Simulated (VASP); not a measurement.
# Sn3Br2 (P-3m1) in VASP: relaxation of cell and atoms with PBE

Aim: the relaxation of cell and atoms of Sn3Br2 with PBE.

All numbers are computed with VASP 6.6.1; they aren't measurements. Logs are shortened: lines on timing, memory, paths and dates and some standing lists are left out, and cuts for length are marked.

## 1. The cell of the first run

Symmetry: P-3m1, No. 164, trigonal system. Conventional cell: a = 4.570 Å, b = 4.570 Å, c = 11.929 Å, α = 90.00°, β = 90.00°, γ = 120.00°. Within 4.0 Å of Sn (site symmetry -3m) lie 6 Br at 3.06 Å. Within 3.7 Å of Sn (site symmetry 3m) lie 3 Sn at 2.81 Å. Br (site symmetry 3m) has 3 Sn at 3.06 Å and 3 Br at 4.08 Å within 4.1 Å.

## 2. Relaxation of cell and atoms, PBE

INCAR reads:

```
  ALGO = Normal
  EDIFF = 1E-7
  EDIFFG = -0.01
  ENCUT = 500
  GGA = PE
  GGA_COMPAT = F
  IBRION = 2
  ISIF = 3
  ISMEAR = 0
  LASPH = T
  LCHARG = F
  LREAL = F
  LWAVE = F
  NELM = 120
  NELMIN = 4
  NSW = 100
  PREC = Accurate
  SIGMA = 0.1
```

KPOINTS reads:

```
k-points
0
Gamma
  12 12 4
```

POSCAR reads:

```
Sn3Br2
1.0
    4.5701923736      0.0000000000      0.0000000000
   -2.2850961868      3.9579026957      0.0000000000
    0.0000000000      0.0000000000     11.9285565826
Sn Br
3 2
Direct
    0.0000000000      0.0000000000      0.0000000000
    0.3333333333      0.6666666667      0.5401958845
    0.6666666667      0.3333333333      0.4598041155
    0.3333333333      0.6666666667      0.1305415611
    0.6666666667      0.3333333333      0.8694584389
```

Potentials or basis: VASP PAW PBE potentials, release 64 (Sn_d, Br).

Command:

```console
cat potpaw_PBE.64/Sn_d/POTCAR potpaw_PBE.64/Br/POTCAR > POTCAR
mpirun -np 1 vasp_std > vasp.out
```

OUTCAR:

```text
EDIFF = 1E-7
   EDIFFG = -0.01
   ENCUT = 500
   GGA = PE
   IBRION = 2
   ISIF = 3
   ISMEAR = 0
   LASPH = T
   LREAL = F
   NELM = 120
   NELMIN = 4
   NSW = 100
   PREC = Accurate

 ion  position               nearest neighbor table
   1  0.000  0.000  0.000-   4 3.06   5 3.06   4 3.06   5 3.06   5 3.06   4 3.06
   2  0.333  0.667  0.540-   3 2.81   3 2.81   3 2.81
   3  0.667  0.333  0.460-   2 2.81   2 2.81   2 2.81
   4  0.333  0.667  0.131-   1 3.06   1 3.06   1 3.06
   5  0.667  0.333  0.869-   1 3.06   1 3.06   1 3.06

  LATTYP: Found a hexagonal cell.
 ALAT       =     4.5701923736
 C/A-ratio  =     2.6100775651

  Lattice vectors:

 A1 = (   4.5701923736,   0.0000000000,   0.0000000000)
 A2 = (  -2.2850961868,   3.9579026957,   0.0000000000)
 A3 = (   0.0000000000,   0.0000000000,  11.9285565826)

Analysis of symmetry for initial positions (statically):
=====================================================================
 Subroutine PRICEL returns:
 Original cell was already a primitive cell.

 Routine SETGRP: Setting up the symmetry group for a
 hexagonal supercell.

 Subroutine GETGRP returns: Found 12 space group operations
 (whereof 12 operations were pure point group operations)
 out of a pool of 24 trial point group operations.

The static configuration has the point symmetry D_3d.

Analysis of symmetry for dynamics (positions and initial velocities):
=====================================================================
 Subroutine PRICEL returns:
 Original cell was already a primitive cell.

 Routine SETGRP: Setting up the symmetry group for a
 hexagonal supercell.

 Subroutine GETGRP returns: Found 12 space group operations
 (whereof 12 operations were pure point group operations)
 out of a pool of 24 trial point group operations.

The dynamic configuration has the point symmetry D_3d.

 Subroutine INISYM returns: Found 12 space group operations
 (whereof 12 operations are pure point group operations),
 and found     1 'primitive' translations

----------------------------------------------------------------------------------------

                                     Primitive cell

  volume of cell :     215.7682

  direct lattice vectors                    reciprocal lattice vectors
     4.570192374  0.000000000  0.000000000     0.218809170  0.126329533  0.000000000
    -2.285096187  3.957902696  0.000000000     0.000000000  0.252659066  0.000000000
     0.000000000  0.000000000 11.928556583     0.000000000  0.000000000  0.083832440

  length of vectors
     4.570192374  4.570192374 11.928556583     0.252659066  0.252659066  0.083832440

[... 98 lines left out ...]
   NUPDOWN=      -1.0000    fix difference up-down
   EMIN   =  10.00;   EMAX   =-10.00  energy-range for DOS
   EFERMI =   0.00;   METHOD = LEGACY
   ISMEAR =     0;   SIGMA  =   0.10  broadening in eV -4-tet -1-fermi 0-gaus
   EFERMI_NEDOS =   21; number of points for ismear=-14 and -15
   IALGO  =     38    algorithm
   IMIX   =      4    mixing-type and parameters
     AMIX     =   0.40;   BMIX     =  1.00
     AMIX_MAG =   1.60;   BMIX_MAG =  1.00
  volume/ion in A,a.u.               =      43.15       291.22
  Fermi-wavevector in a.u.,A,eV,Ry     =   1.044259  1.973364 14.836846  1.090477
  Thomas-Fermi vector in A             =   2.179004
   LORBIT       =      0    0 simple, 1 ext, 2 COOP (PROOUT), +10 PAW based schemes
   GGA     = PE    functional components
   LHFCALC =     F    Hartree Fock is set to
   AEXX    =    0.0000 exact exchange contribution
   IVDW    =     0    specifies the selected vdW correction
   LEPSILON=     F    determine dielectric tensor
   LRPA    =     F    only Hartree local field effects (RPA)
 conjugate gradient relaxation of ions
 non-spin polarized calculation
 Gauss-broadening in eV      SIGMA  =   0.10
  energy-cutoff  :      500.00
  volume of cell :      215.77
 maximum number of plane-waves:      5517
 NGX is ok and might be reduce to    36
   NGX = 17   NGY = 17   NGZ = 43

--------------------------------------- Ionic step        1  -------------------------------------------

 number of electron      55.9999988 magnetization

 Free energy of the ion-electron system (eV)
  ---------------------------------------------------
  ext. energy  EPLUGINS =         0.00000000
  ---------------------------------------------------
  free energy    TOTEN  =       -16.25518054 eV

  energy without entropy =      -16.25111646  energy(sigma->0) =      -16.25314850

------------------------ aborting loop because EDIFF is reached ----------------------------------------

  FORCE on cell =-STRESS in cart. coord.  units (eV):
  Direction    XX          YY          ZZ          XY          YZ          ZX
  --------------------------------------------------------------------------------------
  -------------------------------------------------------------------------------------
  Total        0.0217538      0.0217538     -0.0788896     -0.0000000      0.0000000      0.0000000
  in kB        0.1615319      0.1615319     -0.5857911     -0.0000000      0.0000000      0.0000000
  external PRESSURE =      -0.0875758 kB  Pullay stress =       0.0000000 kB
[... 260 lines left out ...]
--------------------------------------- Ionic step        8  -------------------------------------------

 number of electron      55.9999979 magnetization

 Free energy of the ion-electron system (eV)
  ---------------------------------------------------
  ext. energy  EPLUGINS =         0.00000000
  ---------------------------------------------------
  free energy    TOTEN  =       -16.25823307 eV

  energy without entropy =      -16.25495246  energy(sigma->0) =      -16.25659277

 E-fermi :   2.3600     XC(G=0):  -7.3543

 val. band max:        2.3571420145   @ k =   0.3333   0.3333   0.0000
 cond. band min:       2.3812354070   @ k =   0.3333   0.3333   0.2500
 fundamental gap:      0.0240933925
 Fermi energy:         2.3599783389

 k-point     1 :       0.0000    0.0000    0.0000
  band No.  band energies     occupation
      1     -20.4074      2.00000
      2     -20.3963      2.00000
      3     -20.3963      2.00000
      4     -20.3787      2.00000
      5     -20.3787      2.00000
      6     -18.9426      2.00000
[... 853 lines left out ...]
     32       4.2324      0.00000
     33       4.6323      0.00000

 [... further k-points ...]

------------------------ aborting loop because EDIFF is reached ----------------------------------------

  FORCE on cell =-STRESS in cart. coord.  units (eV):
  Direction    XX          YY          ZZ          XY          YZ          ZX
  --------------------------------------------------------------------------------------
  -------------------------------------------------------------------------------------
  Total       -0.0032059     -0.0032059      0.0165320      0.0000000      0.0000000      0.0000000
  in kB       -0.0237246     -0.0237246      0.1223410      0.0000000      0.0000000      0.0000000
  external PRESSURE =       0.0249639 kB  Pullay stress =       0.0000000 kB
[... 20 lines left out ...]
  FREE ENERGIE OF THE ION-ELECTRON SYSTEM (eV)
  ---------------------------------------------------
  free  energy   TOTEN  =       -16.2582330710 eV

  energy  without entropy=      -16.2549524598  energy(sigma->0) =      -16.25659277

 reached required accuracy - stopping structural energy minimisation
```

OSZICAR:

```text
N       E                     dE             d eps       ncg     rms          rms(c)
DAV:   1     0.541838311360E+03    0.54184E+03   -0.26175E+04  4587   0.187E+03
[... 78 lines left out ...]
       N       E                     dE             d eps       ncg     rms          rms(c)
DAV:   1    -0.162582771395E+02   -0.79908E-04   -0.22331E-02  4592   0.804E-01    0.785E-02
DAV:   2    -0.162582746563E+02    0.24832E-05   -0.11709E-03  4625   0.262E-01    0.372E-02
DAV:   3    -0.162582460502E+02    0.28606E-04   -0.52083E-05  5560   0.692E-02    0.224E-02
DAV:   4    -0.162582339887E+02    0.12061E-04   -0.17079E-05  5563   0.351E-02    0.708E-03
DAV:   5    -0.162582330465E+02    0.94221E-06   -0.59199E-06  5159   0.163E-02    0.216E-03
DAV:   6    -0.162582330710E+02   -0.24464E-07   -0.34660E-07  4076   0.496E-03
   8 F= -.16258233E+02 E0= -.16256593E+02  d E =-.573016E-04
```

Run time: 18 min. Hardware: 1 thread of AMD EPYC 9R45 (Zen 5), shared host; peak memory 0.58 GiB.

Results:

```
Free energy                           : -16.2582 eV
Relaxed volume                        : 43.30 Å³/atom
Relaxed cell                          : a = 4.586 Å, b = 4.586 Å, c = 11.887 Å, α = 90.00°, β = 90.00°, γ = 120.00°
Space group after relaxing (to 0.1 Å) : P-3m1 (No. 164)
Energy gained by relaxing             : 0.6 meV/atom
Ionic steps                           : 8
Pressure after relaxing               : 0.0 GPa
Largest force after relaxing          : 0.004 eV/Å
Band gap on the k mesh                : zero (bands 28 and 29 overlap by 0.08 eV)
```

Forces on the atoms (eV/Å):
```
Sn   0.000  0.000  0.000
Sn   0.000  0.000 -0.002
Sn   0.000  0.000  0.002
Br   0.000  0.000 -0.004
Br   0.000  0.000  0.004
```

The path:
```csv
step,energy change (eV),largest force (eV/Å),pressure (GPa),volume (Å³)
1,0.0000,0.1077,-0.01,215.77
2,-0.0011,0.0819,0.02,215.69
3,-0.0025,0.0165,0.09,215.51
4,-0.0026,0.0067,0.11,215.45
5,-0.0029,0.0209,-0.05,216.82
6,-0.0030,0.0125,0.00,216.40
7,-0.0030,0.0104,0.00,216.42
8,-0.0031,0.0041,0.00,216.50
```

Final structure:
```
CELL_PARAMETERS angstrom
4.58605 0.00000 0.00000
-2.29302 3.97163 0.00000
0.00000 0.00000 11.88652
ATOMIC_POSITIONS crystal
Sn 0.00000 0.00000 0.00000
Sn 0.33333 0.66667 0.53803
Sn 0.66667 0.33333 0.46197
Br 0.33333 0.66667 0.13029
Br 0.66667 0.33333 0.86971
```

Caveat: spin-orbit coupling is left out, which moves the levels of the heavy elements.

The gap in the log of VASP goes by the Fermi energy; the results here count the filled bands.